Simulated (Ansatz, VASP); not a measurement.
One calculation of Be4InCu, two programs

File INCAR:

```
ALGO = Normal
EDIFF = 1E-6
ENCUT = 520
GGA = PE
ISIF = 2
ISMEAR = 1
LASPH = True
LCHARG = True
LELF = True
LREAL = False
LVHAR = True
LWAVE = False
NBANDS = 25
NELM = 100
PREC = Accurate
SIGMA = 0.15
```

The input KPOINTS:

```
k-points
0
Gamma
  6 6 6
```

POSCAR

```
Be4InCu
1.0
    0.0000000000      3.2184216922      3.2184216922
    3.2184216922      0.0000000000      3.2184216922
    3.2184216922      3.2184216922      0.0000000000
Be In Cu
4 1 1
Direct
    0.3763000000      0.3763000000      0.3763000000
    0.8711000000      0.3763000000      0.3763000000
    0.3763000000      0.3763000000      0.8711000000
    0.3763000000      0.8711000000      0.3763000000
    0.0000000000      0.0000000000      0.0000000000
    0.7500000000      0.7500000000      0.7500000000
```

Input for Ansatz:

```yaml
crystal:
  lattice:
    - [0.0, 3.218421692241599, 3.218421692241599]
    - [3.218421692241599, 0.0, 3.218421692241599]
    - [3.218421692241599, 3.218421692241599, 0.0]
  atoms:
    - { symbol: Be, position: [0.3763, 0.3763, 0.3763] }
    - { symbol: Be, position: [0.8711, 0.3763, 0.3763] }
    - { symbol: Be, position: [0.3763, 0.3763, 0.8711] }
    - { symbol: Be, position: [0.3763, 0.8711, 0.3763] }
    - { symbol: In, position: [0.0, 0.0, 0.0] }
    - { symbol: Cu, position: [0.75, 0.75, 0.75] }
basis:
  ecutwfc: 462.593566181796
kpoints:
  mp_grid:
    grid: [6, 6, 6]
hamiltonian:
  xc: pbe
scf:
  occupations:
    method: cold
    width: 0.15
output:
  stress: true
```

Alike in both runs: task single point; functional PBE; k mesh 6 × 6 × 6; no spin polarisation.

```csv
,VASP,Ansatz
version,VASP 6.6.1,Ansatz 0.2.0
potentials or method,"VASP PAW PBE potentials, release 64 (Be, In_d, Cu), cutoff 520 eV","plane waves, PAW"
occupations,"methfessel-paxton of order 1, width 0.15 eV","cold, width 0.15 eV"
valence electrons in the cell,32,40
```

Ansatz gave:

| Quantity | Value |
| --- | --- |
| pressure (GPa) | -2.1 |

Question: Which values does VASP return?

Answer: Pressure (GPa): -2.0.

VASP's potentials hold 32 valence electrons a cell and Ansatz's 40, so a difference there can come from the potentials and not from the codes.
